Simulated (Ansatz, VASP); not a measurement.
# Cr: VASP beside Ansatz

```
Cr
1.0
     0.00000    1.78905    1.78905
     1.78905    0.00000    1.78905
     1.78905    1.78905    0.00000
Cr
1
Direct
  0.00000 0.00000 0.00000
```

Alike in both runs: functional PBEsol; k mesh 10 × 10 × 10; occupations gaussian, width 0.1 eV; no spin polarisation.

Ansatz relaxed the structure, and its values are those at the end. VASP's run is a single point on that final structure, the one shown.

|  | VASP | Ansatz |
| --- | --- | --- |
| version | VASP 6.6.1 | Ansatz 0.2.0 |
| potentials or method | VASP PAW PBE potentials, release 64 (Cr_pv), cutoff 500 eV | scalar-relativistic, plane waves, PAW |
| valence electrons in the cell | 12 | 14 |

```csv
,VASP,Ansatz,Ansatz less VASP
gap on the k mesh at the Fermi level (eV),none,none,-
pressure (GPa),-0.6,0.1,+0.69
```

VASP's potentials were made for PBE, not for PBEsol. A gap of «none» marks a metal or a gap that the smearing closes. The functional is the same, so the differences come from potentials, cutoffs and numerics. VASP's potentials hold 12 valence electrons a cell and Ansatz's 14, so a difference there can come from the potentials and not from the codes.
